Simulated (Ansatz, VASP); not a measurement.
# Two plane-wave programs on HgS

Contents of INCAR:

```
ALGO = Normal
EDIFF = 1E-6
ENCUT = 500
GGA = RP
GGA_COMPAT = False
ISIF = 2
ISMEAR = 0
LASPH = True
LCHARG = False
LREAL = False
LWAVE = False
NBANDS = 16
NELM = 120
PREC = Accurate
SIGMA = 0.05
```

File KPOINTS:

```
k-points
0
Gamma
  8 8 8
```

The input POSCAR:

```
HgS
1.0
    0.0000000000      2.9972482966      2.9972482966
    2.9972482966      0.0000000000      2.9972482966
    2.9972482966      2.9972482966      0.0000000000
Hg S
1 1
Direct
    0.0000000000      0.0000000000      0.0000000000
    0.7500000000      0.7500000000      0.7500000000
```

Input for Ansatz:

```yaml
crystal:
  lattice:
    - [0.0, 2.9972482966, 2.9972482966]
    - [2.9972482966, 0.0, 2.9972482966]
    - [2.9972482966, 2.9972482966, 0.0]
  atoms:
    - { symbol: Hg, position: [0.0, 0.0, 0.0] }
    - { symbol: S, position: [0.75, 0.75, 0.75] }
basis:
  ecutwfc: 420
  ecutrho_ratio: 4
kpoints:
  mp_grid: { grid: [8, 8, 8] }
hamiltonian:
  xc: rpbe
scf:
  occupations: { method: gaussian, width: 0.05 }
output:
  forces: true
  stress: true
  eigenvalues: true
```

Alike in both runs: task single point; functional RPBE; k mesh 8 × 8 × 8; occupations gaussian, width 0.05 eV; no spin polarisation.

```csv
,VASP,Ansatz
version,VASP 6.6.1,Ansatz 0.2.0
potentials or method,"VASP PAW PBE potentials, release 64 (Hg, S), cutoff 500 eV","scalar-relativistic, plane waves, PAW"
valence electrons in the cell,18,26
```

|  | VASP | Ansatz | Ansatz less VASP |
| --- | --- | --- | --- |
| gap on the k mesh at the Fermi level (eV) | none | none | - |
| pressure (GPa) | 2.2 | 2.0 | -0.20 |

VASP's potentials were made for PBE, not for RPBE. A gap of «none» marks a metal or a gap that the smearing closes. The functional is the same, so the differences come from potentials, cutoffs and numerics. VASP's potentials hold 18 valence electrons a cell and Ansatz's 26, so a difference there can come from the potentials and not from the codes.

Neither program's run includes spin-orbit coupling.
